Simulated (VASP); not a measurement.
## MgI2: single point with PBE

The system is MgI2.

```xyz
3
Lattice="4.1537 0.0000 0.0000 -2.0769 3.5972 0.0000 0.0000 0.0000 6.8620" Properties=species:S:1:pos:R:3 pbc="T T T"
Mg    0.0000   -0.3000    0.1500
I     0.0000    2.3981    5.1989
I     2.0769    1.1991    1.6631
```

This cell differs from its parent crystal: atom 1 (Mg) moved by (-0.300, +0.150) A along y and z.

```json
{
 "Program": "VASP 6.6.1",
 "Task": "single point",
 "Functional": "PBE",
 "Potentials or basis": "VASP PAW PBE potentials, release 64 (Mg, I)",
 "Cutoff": "520 eV",
 "k mesh": "6 × 6 × 4",
 "Occupations": "gaussian, width 0.05 eV",
 "Spin": "no spin polarisation",
 "Dipole correction": "no",
 "Further INCAR settings": "ALGO = Normal; EDIFF = 1e-06; NBANDS = 15"
}
```

| Property | Result |
| --- | --- |
| Pressure | 2.3 GPa |
| Largest force | 1.519 eV/Å |
| Band gap on the k mesh | 3.18 eV (least direct gap 3.33 eV) |

Forces on the atoms (eV/Å):
```
Mg   0.000  1.054 -1.093
I    0.000 -0.110  0.250
I    0.000 -0.944  0.843
```

Stress tensor (GPa, compression positive):
```
 0.98  0.00  0.00
 0.00  3.55 -1.92
 0.00 -1.92  2.47
```

Levels at points of the mesh, in eV from the valence-band top:
```tsv
k point	band 6	band 7	band 8	band 9	band 10	band 11
(0.00, 0.00, 0.00)	-0.30	-0.25	0.00	3.33	4.48	6.19
(0.50, 0.00, 0.00)	-1.87	-1.18	-0.57	3.25	4.78	5.52
(0.00, 0.50, 0.00)	-1.78	-1.19	-0.66	3.36	4.98	5.27
(0.00, 0.00, 0.50)	-0.84	-0.30	-0.03	4.07	4.77	6.02
(0.50, 0.00, 0.50)	-1.45	-1.06	-0.72	3.21	4.70	5.38
(0.00, 0.50, 0.50)	-1.43	-1.07	-0.86	3.26	4.87	5.44
```

It took 72 s on 1 thread of Intel Xeon 8259CL, on a shared host, peak memory 0.26 GiB.

Caveat: the cell differs from its parent crystal (atom 1 (Mg) moved by (-0.300, +0.150) A along y and z); spin-orbit coupling is left out, which moves the levels of the heavy elements; this functional lacks dispersion, which binds layers or chains, so the pressure and a relaxed spacing across them are unreliable; forces of over 1 eV/Å act on the atoms, so gaps and moduli don't describe the material at rest. A k mesh can miss the band edges.
